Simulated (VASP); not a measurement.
Wanted: the native input for a VASP 6.6.1 run.

```yaml
Task: relaxation of cell and atoms
Functional: PBE
Potentials_or_basis: VASP PAW PBE potentials, release 64 (Pd, Au)
Cutoff: 600 eV
k_mesh: 10 × 10 × 6
Occupations: gaussian, width 0.1 eV
Spin: no spin polarisation
Dipole_correction: no
Further_INCAR_settings: ALGO = Fast; EDIFF = 1e-06; IBRION = 2; EDIFFG = -0.01; NSW = 100; ISIF = 3
```

The structure of Pd2Au lies in POSCAR:

```
Pd2Au
1.0
    3.8769586471      0.0000000000      0.0000000000
    0.0000000000      3.8769586471      0.0000000000
    0.0000000000      0.0000000000      6.8796883661
Pd Au
4 2
Direct
    0.0000000000      0.0000000000      0.0000000000
    0.5000000000      0.5000000000      0.0000000000
    0.0000000000      0.5000000000      0.2952973344
    0.5000000000      0.0000000000      0.7047026656
    0.0000000000      0.5000000000      0.6872279121
    0.5000000000      0.0000000000      0.3127720879
```

One way to write it, as run:

INCAR

```
SYSTEM = Pd2Au
  ALGO = Fast
  EDIFF = 1E-6
  EDIFFG = -0.01
  ENCUT = 600
  GGA = PE
  IBRION = 2
  ISIF = 3
  ISMEAR = 0
  LASPH = .True.
  LCHARG = .False.
  LREAL = .False.
  LWAVE = .False.
  NELM = 80
  NSW = 100
  PREC = Accurate
  SIGMA = 0.1
```

KPOINTS

```
k-points
0
Gamma
  10 10 6
  0 0 0
```

Potentials or basis: VASP PAW PBE potentials, release 64 (Pd, Au).

Command:

```sh
$ cat potpaw_PBE.64/Pd/POTCAR potpaw_PBE.64/Au/POTCAR > POTCAR
$ mpirun -np 1 vasp_std > vasp.out
```

It gave:

The relaxed volume is 17.15 Å³/atom. The relaxed cell is a = 3.870 Å, b = 3.870 Å, c = 6.873 Å, α = 90.00°, β = 90.00°, γ = 90.00°, the space group after relaxing (to 0.05 Å) is P4/nmm (No. 129) and the energy gained by relaxing is 0.3 meV/atom. The ionic steps are 19. The pressure after relaxing is 0.0 GPa and the band gap on the k mesh is zero (band 31 reaches 9.48 eV, above the bottom of band 32 at 7.44 eV).

Caveat: spin-orbit coupling is left out, which moves the levels of the heavy elements.

Run time: 24 min on 1 thread of AMD EPYC 9R45 96-Core Processor (Zen 5), with other jobs on the host, peak memory 0.45 GiB.
